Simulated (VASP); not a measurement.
SnO:

```
Sn O
1.0
     0.00000    2.53697    2.53697
     2.53697    0.00000    2.53697
     2.53697    2.53697    0.00000
Sn O
1 1
Direct
  0.00000 0.00000 0.00000
  0.50000 0.50000 0.50000
```

Base run:

* Program: VASP 6.6.1
* Functional: PBE
* Potentials or basis: VASP PAW PBE potentials, release 64 (Sn_d, O)
* Cutoff: 520 eV
* k mesh: 8 × 8 × 8
* Occupations: fermi-dirac, width 0.02 eV
* Spin: no spin polarisation

Its results: band gap on the k mesh 0.89 eV (least direct gap 0.95 eV); pressure 2.3 GPa.

Q: The run is repeated on the same cell with these changes: functional from PBE to LDA; potentials or basis from VASP PAW PBE potentials, release 64 (Sn_d, O) to VASP PAW LDA potentials, release 64 (Sn_d, O). What comes out?

A: Band gap on the k mesh 0.87 eV (least direct gap 0.94 eV); pressure -5.0 GPa.

Caveats: spin-orbit coupling is left out, which moves the levels of the heavy elements; the cell stands under tension (at least some runs).

A k mesh can miss the band edges.
